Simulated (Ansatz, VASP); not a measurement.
**TePb in VASP and in Ansatz**

The input INCAR:

```
SYSTEM = TePb
PREC     = Accurate       ! precision mode
ENCUT    = 520            ! plane-wave cutoff, eV
EDIFF    = 1E-8           ! SCF threshold, eV
ISMEAR   = -1             ! smearing method
SIGMA    = 0.03           ! smearing width, eV
LREAL    = .False.        ! projectors in reciprocal space
LASPH    = .True.         ! aspherical terms in the spheres
NELM     = 60             ! most SCF steps
ALGO     = Normal         ! electronic algorithm
ISIF     = 2              ! what is computed and relaxed
LWAVE    = .False.        ! write WAVECAR
LCHARG   = .False.        ! write CHGCAR
GGA      = PS             ! functional
LEFG     = .True.       
NBANDS   = 17             ! bands
```

The input KPOINTS:

```
regular mesh
0
Gamma
  10 10 10
  0 0 0
```

Contents of POSCAR:

```
TePb
1.0
    0.0000000000      3.2270000000      3.2592700000
    3.2270000000      0.0000000000      3.2592700000
    3.2270000000      3.2270000000      0.0000000000
Te Pb
1 1
Direct
    0.5000000000      0.5000000000      0.5000000000
    0.0000000000      0.0000000000      0.0000000000
```

Input for Ansatz:

```yaml
crystal:
  lattice:
    - [0.0, 3.227, 3.25927]
    - [3.227, 0.0, 3.25927]
    - [3.227, 3.227, 0.0]
  atoms:
    - { symbol: Te, position: [0.5, 0.5, 0.5] }
    - { symbol: Pb, position: [0.0, 0.0, 0.0] }
kpoints:
  mp_grid: { grid: [10, 10, 10] }
scf:
  occupations: { method: fermi_dirac, width: 0.03 }
hamiltonian:
  xc: pbesol
  pseudopotentials: { kind: all_electron, datasets: crystal }
output:
  forces: true
  stress: true
  eigenvalues: true
  efg: { contact_densities: true }
```

Change from the starting cell: zz strain of +1 %, crystal datasets.

Alike in both runs: task electric field gradients; functional PBEsol; k mesh 10 × 10 × 10; occupations fermi-dirac, width 0.03 eV; no spin polarisation.

```csv
,VASP,Ansatz
version,VASP 6.6.1,Ansatz 0.2.0
potentials or method,"VASP PAW PBE potentials, release 64 (Te, Pb_d), cutoff 520 eV","all-electron PAW with datasets made for the crystal, scalar-relativistic"
```

```tsv
	VASP	Ansatz	Ansatz less VASP
pressure (GPa)	-0.7	-0.6	+0.03
traceless stress, the component that is largest in VASP (GPa)	-0.74	-0.74	+0.002
size of Vzz on the site where it differs most (V/Å²)	31.8	33.8	+1.99
```

VASP's potentials were made for PBE, not for PBEsol. Ansatz ran all-electron here, and VASP with PAW potentials.

Spin-orbit coupling is off throughout.
